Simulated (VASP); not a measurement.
Wanted: the native input for a VASP 6.6.1 run.

- Task: single point
- Functional: PBEsol
- Potentials or basis: VASP PAW PBE potentials, release 64 (Nb_sv)
- Cutoff: 500 eV
- k mesh: 7 × 7 × 7
- Occupations: fermi-dirac, width 0.1 eV
- Spin: no spin polarisation
- Dipole correction: no
- Further INCAR settings: ALGO = Normal; EDIFF = 1e-06; NBANDS = 12

The structure of Nb lies in POSCAR:

```
Nb
1.0
    2.8365375853     -0.0000000157     -0.0000000272
   -0.9455125136      2.6743132874     -0.0000000272
   -0.9455125136     -1.3371566044      2.3160232673
Nb
1
Direct
    0.0000000000      0.0000000000      0.0000000000
```

The input as run:

INCAR

```
  PREC = Accurate
  ENCUT = 500
  EDIFF = 1E-6
  ISMEAR = -1
  SIGMA = 0.1
  LREAL = False
  LASPH = True
  NELM = 120
  ALGO = Normal
  ISIF = 2
  LWAVE = False
  LCHARG = True
  GGA = PS
  LELF = True
  LVHAR = True
  NBANDS = 12
  GGA_COMPAT = False
```

KPOINTS

```
regular mesh
0
Gamma
  7 7 7
```

Potentials or basis: VASP PAW PBE potentials, release 64 (Nb_sv).

Command:

```console
$ cat potpaw_PBE.64/Nb_sv/POTCAR > POTCAR
$ mpirun -np 1 vasp_std > vasp.out
```

It gave:

- Pressure: -0.5 GPa
- Band gap on the k mesh: zero (an odd number of electrons rules out a gap without spin polarisation)

Caveat: the k points lie up to 0.39 Å⁻¹ apart, too coarse for converged energies and pressures of a metal; the PAW data sets were made with another functional, which shifts forces and pressure a little.

It took 3.6 s on 1 thread of Intel(R) Xeon(R) Platinum 8488C (Sapphire Rapids) (shared host), peak memory 0.13 GiB.
